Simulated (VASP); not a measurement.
A run of VASP 6.6.1 is set up as follows.

Contents of INCAR:

```
SYSTEM = Rh
PREC = Accurate
ENCUT = 520
EDIFF = 1E-6
ISMEAR = 0
SIGMA = 0.15
LREAL = .FALSE.
LASPH = .TRUE.
NELM = 60
ALGO = Fast
ISIF = 2
LWAVE = .FALSE.
LCHARG = .FALSE.
GGA = PE
NBANDS = 22
```

Contents of KPOINTS:

```
regular mesh
0
G
  21 21 12
  0 0 0
```

File POSCAR:

```
Rh
1.0
    2.6701123116      0.0000000000      0.0000000000
   -1.3350561558      2.3123850928      0.0000000000
    0.0000000000      0.0000000000      4.7036698480
Rh
2
Direct
    0.6666666667      0.3333333333      0.7500000000
    0.3333333333      0.6666666667      0.2500000000
```

Potentials or basis: VASP PAW PBE potentials, release 64 (Rh_pv).

Launch:

```console
$ cat potpaw_PBE.64/Rh_pv/POTCAR > POTCAR
$ mpirun -np 1 vasp_std > vasp.out
```

(1) Estimate the band gap on the k mesh.

(2) What does it give for the pressure?

## Answers

(1) zero (bands 15 and 16 overlap by 2.40 eV).

(2) -5.1 GPa.

Caveat: the cell stands under tension.
